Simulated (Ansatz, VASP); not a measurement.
**BaB in VASP and in Ansatz**

Contents of INCAR:

```
ALGO = Normal ; EDIFF = 1E-6
ENCUT = 520 ; GGA = PS
ISIF = 2 ; ISMEAR = 0
LASPH = True ; LCHARG = False
LREAL = False ; LWAVE = False
NBANDS = 14 ; NELM = 100
PREC = Accurate ; SIGMA = 0.05
```

File KPOINTS:

```
k-points
0
Gamma
  10 10 10
```

Contents of POSCAR:

```
BaB
1.0
    0.0000000000      3.0827929264      3.0827929264
    3.0827929264      0.0000000000      3.0827929264
    3.0827929264      3.0827929264      0.0000000000
Ba B
1 1
Direct
    0.5000000000      0.5000000000      0.5000000000
    0.0000000000      0.0000000000      0.0000000000
```

Input for Ansatz:

```yaml
crystal:
  lattice:
    - [0.0, 3.0827929264, 3.0827929264]
    - [3.0827929264, 0.0, 3.0827929264]
    - [3.0827929264, 3.0827929264, 0.0]
  atoms:
    - { symbol: Ba, position: [0.5, 0.5, 0.5] }
    - { symbol: B, position: [0.0, 0.0, 0.0] }
basis:
  ecutwfc: 420
  ecutrho_ratio: 4
kpoints:
  mp_grid: { grid: [10, 10, 10] }
hamiltonian:
  xc: pbesol
scf:
  occupations: { method: gaussian, width: 0.05 }
output:
  forces: true
  stress: true
  eigenvalues: true
  populations: true
```

Alike in both runs: task single point; functional PBEsol; k mesh 10 × 10 × 10; occupations gaussian, width 0.05 eV; no spin polarisation.

|  | VASP | Ansatz |
| --- | --- | --- |
| version | VASP 6.6.1 | Ansatz 0.2.0 |
| potentials or method | VASP PAW PBE potentials, release 64 (Ba_sv, B), cutoff 520 eV | scalar-relativistic, plane waves, PAW |
| valence electrons in the cell | 13 | 13 |

Ansatz gave:

* gap on the k mesh at the Fermi level (eV): none
* pressure (GPa): -1.7

Q: Which values does VASP return?

A: gap on the k mesh at the Fermi level (eV): none; pressure (GPa): -1.2.

VASP's potentials were made for PBE, not for PBEsol. A gap of «none» marks a metal or a gap that the smearing closes.

Spin-orbit coupling is off throughout.
